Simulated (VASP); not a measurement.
Set up this calculation in VASP 6.6.1, as the native input.

* Task: single point
* Functional: BLYP
* Potentials or basis: VASP PAW PBE potentials, release 64 (Li_sv)
* Cutoff: 520 eV
* k mesh: 21 × 21 × 21
* Occupations: fermi-dirac, width 0.1 eV
* Spin: no spin polarisation
* Dipole correction: no
* Further INCAR settings: ALGO = Normal; EDIFF = 1e-06; NBANDS = 8

The structure of Li lies in POSCAR:

```
Li
1.0
   -1.7769464490      1.7769464490      1.7769464490
    1.7769464490     -1.7769464490      1.7769464490
    1.7769464490      1.7769464490     -1.7769464490
Li
1
Direct
    0.0000000000      0.0000000000      0.0000000000
```

This cell differs from its parent crystal: volume scaled by 1.12.

One way to write it, as run:

INCAR

```
  AGGAC = 1.0
  AGGAX = 1.0
  ALDAC = 0.0
  ALDAX = 1.0
  ALGO = Normal
  EDIFF = 1E-6
  ENCUT = 520
  GGA = B5
  ISIF = 2
  ISMEAR = -1
  LASPH = True
  LCHARG = False
  LREAL = False
  LWAVE = False
  NBANDS = 8
  NELM = 60
  PREC = Accurate
  SIGMA = 0.1
```

KPOINTS

```
k-points
0
Gamma
  21 21 21
```

Potentials or basis: VASP PAW PBE potentials, release 64 (Li_sv).

Command:

```sh
$ cat potpaw_PBE.64/Li_sv/POTCAR > POTCAR
$ mpirun -np 1 vasp_std > vasp.out
```

It took 20 s on 1 thread of AMD EPYC 9R14 (Zen 4) (shared host), peak memory 0.12 GiB.
